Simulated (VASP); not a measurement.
# Al: single point with b88 exchange, pbe correlation

Crystal: Al.

```xyz
1
Lattice="0.0000 2.0645 2.0645 2.0645 0.0000 2.0645 2.0645 2.0645 0.0000" Properties=species:S:1:pos:R:3 pbc="T T T"
Al    0.0000    0.0000    0.0000
```

- Program: VASP 6.6.1
- Task: single point
- Functional: b88 exchange, pbe correlation
- Potentials or basis: VASP PAW PBE potentials, release 64 (Al)
- Cutoff: 500 eV
- k mesh: 11 × 11 × 11
- Occupations: fermi-dirac, width 0.05 eV
- Spin: no spin polarisation

| Item | Value |
| --- | --- |
| Pressure | -3.9 GPa |
| Band gap on the k mesh | zero (an odd number of electrons rules out a gap without spin polarisation) |

Levels at points of the mesh, in eV from the Fermi level:
```csv
k point,band 1,band 2,band 3,band 4,band 5,band 6
"(0.00, 0.00, 0.00)",-10.71,12.22,12.22,12.22,13.26,13.26
```

Run time: 5 s on 1 thread of AMD EPYC 7R13 Processor (Zen 3), on a shared host, peak memory 0.1 GiB.

Caveat: the cell stands under tension; the PAW data sets were made with another functional, which shifts forces and pressure a little.
